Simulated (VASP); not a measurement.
Al8Ru7 (a cell with a defect): single point with r2SCAN

System: Al8Ru7 (a cell with a defect).

```
Al Ru
1.0
     6.00688    0.00000    0.00000
     0.00000    6.00688    0.00000
     0.00000    0.00000    6.00688
Al Ru
8 7
Direct
  0.00590 0.00339 0.99943
  0.97336 0.97053 0.49943
  0.00579 0.49352 0.99943
  0.97328 0.52584 0.49944
  0.49581 0.00349 0.99943
  0.52819 0.97094 0.49942
  0.49593 0.49343 0.99943
  0.52882 0.52590 0.49943
  0.25072 0.24871 0.49944
  0.25085 0.74844 0.25181
  0.25085 0.74846 0.74705
  0.75087 0.24851 0.25185
  0.75086 0.24851 0.74701
  0.75078 0.74853 0.23403
  0.75078 0.74854 0.76483
```

```yaml
Program: VASP 6.6.1
Task: single point
Functional: r2SCAN
Potentials_or_basis: VASP PAW PBE potentials, release 64 (Al, Ru_pv)
Cutoff: 440 eV
k_mesh: 3 × 3 × 3
Occupations: methfessel-paxton, width 0.1 eV
Spin: no spin polarisation
Dipole_correction: no
Further_INCAR_settings: ALGO = Normal; EDIFF = 1e-06; NBANDS = 74
```

```
Pressure               : -2.2 GPa
Largest force          : 0.254 eV/Å
Band gap on the k mesh : zero (bands 61 and 62 overlap by 0.74 eV)
```

Forces in eV/Å, atoms in the order of the input:
```
Al  -0.183 -0.175  0.000
Al  -0.040 -0.015  0.000
Al  -0.179  0.179  0.000
Al  -0.051  0.065  0.000
Al   0.181 -0.179  0.000
Al   0.051 -0.042  0.000
Al   0.176  0.182  0.000
Al   0.015  0.048  0.000
Ru   0.012 -0.024  0.000
Ru   0.002 -0.005  0.035
Ru   0.002 -0.005 -0.035
Ru   0.002 -0.011  0.030
Ru   0.003 -0.011 -0.030
Ru   0.004 -0.003  0.086
Ru   0.004 -0.003 -0.086
```

Stress tensor (GPa, compression positive):
```
 0.77 -0.01  0.00
-0.01  0.77  0.00
 0.00  0.00 -8.21
```

Levels at points of the mesh, in eV from the Fermi level:
```tsv
k point	band 59	band 60	band 61	band 62	band 63	band 64
(0.00, 0.00, 0.00)	0.03	0.03	0.50	0.75	0.75	0.91
```

It took 27 min on 1 thread of Oxide Virtual Turin-like Processor, on a shared host, peak memory 0.31 GiB.

Caveat: the PAW data sets were made with another functional, which shifts forces and pressure a little.
